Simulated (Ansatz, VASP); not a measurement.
# Sb in VASP and in Ansatz

Contents of INCAR:

```
ALGO     = Normal         # electronic algorithm
EDIFF    = 1E-8           # SCF threshold, eV
ENCUT    = 520            # plane-wave cutoff, eV
GGA      = PS             # functional
ISIF     = 2              # what is computed and relaxed
ISMEAR   = -1             # smearing method
LASPH    = True           # aspherical terms in the spheres
LCHARG   = False          # write CHGCAR
LEFG     = True         
LREAL    = False          # projectors in reciprocal space
LWAVE    = False          # write WAVECAR
NBANDS   = 8              # bands
NELM     = 100            # most SCF steps
PREC     = Accurate       # precision mode
SIGMA    = 0.05           # smearing width, eV
```

File KPOINTS:

```
k-points
0
Gamma
  12 12 12
```

File POSCAR:

```
Sb
1.0
   -0.0691500000      2.2704250000      2.2704250000
    2.2704250000     -0.0691500000      2.2704250000
    2.2704250000      2.2704250000     -0.0691500000
Sb
1
Direct
    0.0000000000      0.0000000000      0.0000000000
```

Input for Ansatz:

```yaml
crystal:
  lattice:
    - [-0.06915, 2.270425, 2.270425]
    - [2.270425, -0.06915, 2.270425]
    - [2.270425, 2.270425, -0.06915]
  atoms:
    - { symbol: Sb, position: [0.0, 0.0, 0.0] }
kpoints:
  mp_grid: { grid: [12, 12, 12] }
scf:
  occupations: { method: fermi_dirac, width: 0.05 }
hamiltonian:
  xc: pbesol
  pseudopotentials: { kind: all_electron, datasets: crystal }
output:
  forces: true
  stress: true
  eigenvalues: true
  efg: { contact_densities: true }
```

Change from the starting cell: equal xy, yz and zx shear strains of -3 %, crystal datasets.

Alike in both runs: task electric field gradients; functional PBEsol; k mesh 12 × 12 × 12; occupations fermi-dirac, width 0.05 eV; no spin polarisation.

|  | VASP | Ansatz |
| --- | --- | --- |
| version | VASP 6.6.1 | Ansatz 0.2.0 |
| potentials or method | VASP PAW PBE potentials, release 64 (Sb), cutoff 520 eV | all-electron PAW with datasets made for the crystal, scalar-relativistic |

Ansatz gave:

| Item | Value |
| --- | --- |
| pressure (GPa) | 5.8 |
| traceless stress, the component that is largest in VASP (GPa) | 0.34 |
| size of Vzz on the site where it differs most (V/Å²) | 6.2 |

**Question.** Which values does VASP return?

**Answer.** Pressure (GPa): 5.8; traceless stress, the component that is largest in VASP (GPa): 0.36; size of Vzz on the site where it differs most (V/Å²): 5.0.

VASP's potentials were made for PBE, not for PBEsol. Ansatz ran all-electron here, and VASP with PAW potentials.

Neither program's run includes spin-orbit coupling.
